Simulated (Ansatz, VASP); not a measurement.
Si2Ni: VASP beside Ansatz

File INCAR:

```
  PREC = Accurate
  ENCUT = 520
  EDIFF = 1E-6
  ISMEAR = 0
  SIGMA = 0.15
  LREAL = False
  LASPH = True
  NELM = 80
  ALGO = Normal
  ISIF = 2
  LWAVE = False
  LCHARG = True
  GGA = PE
  LELF = True
  LVHAR = True
  NBANDS = 16
```

The input KPOINTS:

```
Automatic mesh
0
Gamma
  16 16 16
```

POSCAR

```
Si2Ni
1.0
    0.0000000000      2.7642640990      2.7234129054
    2.7642640990      0.0000000000      2.7234129054
    2.7642640990      2.7642640990      0.0000000000
Si Ni
2 1
Direct
    0.2500000000      0.2500000000      0.2500000000
    0.7500000000      0.7500000000      0.7500000000
    0.0000000000      0.0000000000      0.0000000000
```

Input for Ansatz:

```yaml
crystal:
  lattice:
    - [0.0, 2.764264099, 2.7234129054]
    - [2.764264099, 0.0, 2.7234129054]
    - [2.764264099, 2.764264099, 0.0]
  atoms:
    - { symbol: Si, position: [0.25, 0.25, 0.25] }
    - { symbol: Si, position: [0.75, 0.75, 0.75] }
    - { symbol: Ni, position: [0.0, 0.0, 0.0] }
basis:
  ecutwfc: 420
kpoints:
  mp_grid: { grid: [16, 16, 16] }
hamiltonian:
  xc: pbe
scf:
  occupations: { method: gaussian, width: 0.15 }
output:
  forces: true
  stress: true
  eigenvalues: true
```

Change from the starting cell: strain +0.015 along x and y, +0.000 along z, atoms carried along.

Alike in both runs: task single point; functional PBE; k mesh 16 × 16 × 16; occupations gaussian, width 0.15 eV; no spin polarisation.

|  | VASP | Ansatz |
| --- | --- | --- |
| version | VASP 6.6.1 | Ansatz 0.2.0 |
| potentials or method | VASP PAW PBE potentials, release 64 (Si, Ni), cutoff 520 eV | scalar-relativistic, plane waves, PAW |
| valence electrons in the cell | 18 | 26 |

VASP gave:

- gap on the k mesh at the Fermi level (eV): none
- pressure (GPa): -4.2
- traceless stress, the component that is largest in VASP (GPa): 0.47

Problem. What did Ansatz give for the same quantities?

Solution. gap on the k mesh at the Fermi level (eV): none; pressure (GPa): -4.1; traceless stress, the component that is largest in VASP (GPa): 0.47.

A gap of «none» marks a metal or a gap that the smearing closes. With one functional, cell and mesh, what is left measures potentials, basis and numerics. VASP's potentials hold 18 valence electrons a cell and Ansatz's 26, so a difference there can come from the potentials and not from the codes.
